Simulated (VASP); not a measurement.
# TiCo3 (Pm-3m) in VASP: single point with PBEsol

Aim: the single point of TiCo3 with PBEsol.

Program: VASP 6.6.1. These are calculated values, not measurements. Logs are shortened: lines on timing, memory, paths and dates and some standing lists are left out, and cuts for length are marked.

## Step 1: The cell of the first run

It takes space group Pm-3m (No. 221, cubic). The conventional cell has a = 3.614 Å, b = 3.614 Å, c = 3.614 Å, α = 90.00°, β = 90.00°, γ = 90.00°. Ti (site symmetry m-3m) has 12 Co at 2.56 Å within 3.4 Å. Co (site symmetry 4/mmm) has 4 Ti at 2.56 Å and 8 Co at 2.56 Å within 3.4 Å.

## Step 2: Single point, PBEsol, collinear spin, ferrimagnetic start

File INCAR:

```
ALGO     = Fast           # electronic algorithm
EDIFF    = 1E-6           # SCF threshold, eV
ENCUT    = 520            # plane-wave cutoff, eV
GGA      = PS             # functional
ISIF     = 2              # what is computed and relaxed
ISMEAR   = 0              # smearing method
ISPIN    = 2              # spin polarisation
LASPH    = True           # aspherical terms in the spheres
LCHARG   = True           # write CHGCAR
LELF     = True           # ELF
LMAXMIX  = 4              # l up to which the mixer works
LORBIT   = 11             # projections on sites
LREAL    = False          # projectors in reciprocal space
LVHAR    = True         
LWAVE    = False          # write WAVECAR
MAGMOM   = -0.44 1.23 1.23 1.23 # initial moments
NBANDS   = 32             # bands
NELM     = 150            # most SCF steps
PREC     = Accurate       # precision mode
SIGMA    = 0.1            # smearing width, eV
```

File KPOINTS:

```
k-points
0
Gamma
  12 12 12
```

File POSCAR:

```
TiCo3
1.0
    3.6140000000      0.0000000000      0.0000000000
    0.0000000000      3.6140000000      0.0000000000
    0.0000000000      0.0000000000      3.6140000000
Ti Co
1 3
Direct
    0.0000000000      0.0000000000      0.0000000000
    0.0000000000      0.5000000000      0.5000000000
    0.5000000000      0.0000000000      0.5000000000
    0.5000000000      0.5000000000      0.0000000000
```

Potentials or basis: VASP PAW PBE potentials, release 64 (Ti_sv, Co).

Launch:

```sh
> cat potpaw_PBE.64/Ti_sv/POTCAR potpaw_PBE.64/Co/POTCAR > POTCAR
> mpirun -np 1 vasp_std > vasp.out
```

OUTCAR:

```text
EDIFF = 1E-6
   ENCUT = 520
   GGA = PS
   ISIF = 2
   ISMEAR = 0
   ISPIN = 2
   LASPH = True
   LORBIT = 11
   LREAL = False
   NELM = 150
   PREC = Accurate

 ion  position               nearest neighbor table
   1  0.000  0.000  0.000-   2 2.56   3 2.56   4 2.56   2 2.56   3 2.56   2 2.56   4 2.56   2 2.56
                             3 2.56   4 2.56   3 2.56   4 2.56
   2  0.000  0.500  0.500-   1 2.56   3 2.56   4 2.56   1 2.56   4 2.56   1 2.56   3 2.56   1 2.56
                             3 2.56   4 2.56   4 2.56   3 2.56
   3  0.500  0.000  0.500-   1 2.56   2 2.56   4 2.56   1 2.56   4 2.56   2 2.56   4 2.56   4 2.56
                             1 2.56   2 2.56   1 2.56   2 2.56
   4  0.500  0.500  0.000-   1 2.56   2 2.56   3 2.56   2 2.56   3 2.56   1 2.56   3 2.56   3 2.56
                             1 2.56   2 2.56   2 2.56   1 2.56

  LATTYP: Found a simple cubic cell.
 ALAT       =     3.6140000000

  Lattice vectors:

 A1 = (   3.6140000000,   0.0000000000,   0.0000000000)
 A2 = (   0.0000000000,   3.6140000000,   0.0000000000)
 A3 = (   0.0000000000,   0.0000000000,   3.6140000000)

Analysis of symmetry for initial positions (statically):
=====================================================================
 Subroutine PRICEL returns:
 Original cell was already a primitive cell.

 Routine SETGRP: Setting up the symmetry group for a
 simple cubic supercell.

 Subroutine GETGRP returns: Found 48 space group operations
 (whereof 48 operations were pure point group operations)
 out of a pool of 48 trial point group operations.

The static configuration has the point symmetry O_h .

Analysis of symmetry for dynamics (positions and initial velocities):
=====================================================================
 Subroutine PRICEL returns:
 Original cell was already a primitive cell.

 Routine SETGRP: Setting up the symmetry group for a
 simple cubic supercell.

 Subroutine GETGRP returns: Found 48 space group operations
 (whereof 48 operations were pure point group operations)
 out of a pool of 48 trial point group operations.

The dynamic configuration has the point symmetry O_h .

Analysis of structural, dynamic, and magnetic symmetry:
=====================================================================
 Subroutine PRICEL returns:
 Original cell was already a primitive cell.

 Routine SETGRP: Setting up the symmetry group for a
 simple cubic supercell.

 Subroutine GETGRP returns: Found 48 space group operations
[... 137 lines left out ...]
   LRPA    =     F    only Hartree local field effects (RPA)
 spin polarized calculation
 RMM-DIIS sequential band-by-band and
 Gauss-broadening in eV      SIGMA  =   0.10
  energy-cutoff  :      520.00
  volume of cell :       47.20
 maximum number of plane-waves:      1328
 NGX is ok and might be reduce to    28
   NGX = 13   NGY = 13   NGZ = 13

 number of electron      39.0000031 magnetization      -0.0024086

 number of electron      39.0000031 magnetization       0.0029208

 Free energy of the ion-electron system (eV)
  ---------------------------------------------------
  ext. energy  EPLUGINS =         0.00000000
  ---------------------------------------------------
  free energy    TOTEN  =       -32.54513649 eV

  energy without entropy =      -32.51320580  energy(sigma->0) =      -32.52917114

 E-fermi :   9.6406     XC(G=0): -13.2551

 val. band max:        9.6338245484   @ k =   0.5000   0.3333   0.0833
 cond. band min:       9.6407903645   @ k =   0.3333   0.0833   0.0833
 fundamental gap:      0.0069658161
 Fermi energy:         9.6406059252

 spin component 1

 k-point     1 :       0.0000    0.0000    0.0000
  band No.  band energies     occupation
      1     -46.6254      1.00000
      2     -22.9702      1.00000
      3     -22.9702      1.00000
      4     -22.9702      1.00000
      5       1.8156      1.00000
      6       5.5727      1.00000
[... 805 lines left out ...]
     30      21.2952      0.00000
     31      21.7622      0.00000

 [... further k-points ...]

 spin component 2

 k-point     1 :       0.0000    0.0000    0.0000
  band No.  band energies     occupation
      1     -46.6258      1.00000
      2     -22.9706      1.00000
      3     -22.9706      1.00000
      4     -22.9706      1.00000
      5       1.8155      1.00000
      6       5.5732      1.00000
[... 805 lines left out ...]
     30      21.2796      0.00000
     31      21.7622      0.00000

 [... further k-points ...]

 [bands above 31 left out]

------------------------ aborting loop because EDIFF is reached ----------------------------------------

  FORCE on cell =-STRESS in cart. coord.  units (eV):
  Direction    XX          YY          ZZ          XY          YZ          ZX
  --------------------------------------------------------------------------------------
  -------------------------------------------------------------------------------------
  Total       -4.5658276     -4.5658276     -4.5658276     -0.0000000      0.0000000      0.0000000
  in kB     -154.9764264   -154.9764264   -154.9764264     -0.0000000      0.0000000      0.0000000
  external PRESSURE =    -154.9764264 kB  Pullay stress =       0.0000000 kB

 VOLUME and BASIS-vectors are now :
 -----------------------------------------------------------------------------
  energy-cutoff  :      520.00
  volume of cell :       47.20
      direct lattice vectors                 reciprocal lattice vectors
     3.614000000  0.000000000  0.000000000     0.276701716  0.000000000  0.000000000
     0.000000000  3.614000000  0.000000000     0.000000000  0.276701716  0.000000000
     0.000000000  0.000000000  3.614000000     0.000000000  0.000000000  0.276701716

 POSITION                                       TOTAL-FORCE (eV/Angst)
 -----------------------------------------------------------------------------------
      0.00000      0.00000      0.00000         0.000000      0.000000      0.000000
      0.00000      1.80700      1.80700         0.000000      0.000000      0.000000
      1.80700      0.00000      1.80700         0.000000      0.000000      0.000000
      1.80700      1.80700      0.00000         0.000000      0.000000      0.000000
 -----------------------------------------------------------------------------------
    total drift:                                0.000000      0.000000      0.000000

  FREE ENERGIE OF THE ION-ELECTRON SYSTEM (eV)
  ---------------------------------------------------
  free  energy   TOTEN  =       -32.5451364944 eV

  energy  without entropy=      -32.5132057952  energy(sigma->0) =      -32.52917114

 total charge

# of ion       s       p       d       tot
------------------------------------------
    1        2.262   6.186   1.912  10.360
    2        0.498   0.489   7.308   8.295
    3        0.498   0.489   7.308   8.295
    4        0.498   0.489   7.308   8.295
--------------------------------------------------
tot          3.755   7.654  23.836  35.245

 magnetization (x)

# of ion       s       p       d       tot
------------------------------------------
    1       -0.000  -0.000  -0.000  -0.000
    2       -0.000  -0.000   0.001   0.001
    3       -0.000  -0.000   0.001   0.001
    4       -0.000  -0.000   0.001   0.001
--------------------------------------------------
tot         -0.000  -0.000   0.004   0.003
```

OSZICAR:

```text
N       E                     dE             d eps       ncg     rms          rms(c)
DAV:   1     0.317753096799E+03    0.31775E+03   -0.16985E+04 10792   0.160E+03
DAV:   2    -0.125497027509E+02   -0.33030E+03   -0.31354E+03 10872   0.369E+02
DAV:   3    -0.371059210008E+02   -0.24556E+02   -0.23592E+02 13232   0.118E+02
[... 24 lines left out ...]
RMM:  28    -0.325451320322E+02   -0.48678E-05   -0.72014E-06 12100   0.166E-02    0.525E-02
RMM:  29    -0.325451382361E+02   -0.62039E-05   -0.59035E-06 12271   0.177E-02    0.349E-02
RMM:  30    -0.325451354923E+02    0.27438E-05   -0.29123E-05 14945   0.382E-02    0.610E-03
RMM:  31    -0.325451365907E+02   -0.10984E-05   -0.41640E-06 11498   0.133E-02    0.518E-03
RMM:  32    -0.325451364944E+02    0.96313E-07   -0.89460E-07  7344   0.675E-03
   1 F= -.32545136E+02 E0= -.32529171E+02  d E =-.319307E-01  mag=     0.0028
```

Run time: 14 min. Hardware: 1 thread of Oxide Virtual Turin-like, shared host; peak memory 0.28 GiB.

Results:

| Item | Value |
| --- | --- |
| Free energy | -32.5451 eV |
| Pressure | -15.5 GPa |
| Net moment | 0.00 μB per cell |
| Valence electrons inside the program's atomic spheres | Ti 10.36; Co 8.29 |

Caveat: the cell stands under tension; the moments typed at the start vanished in this run; the PAW data sets were made with another functional, which shifts forces and pressure a little.
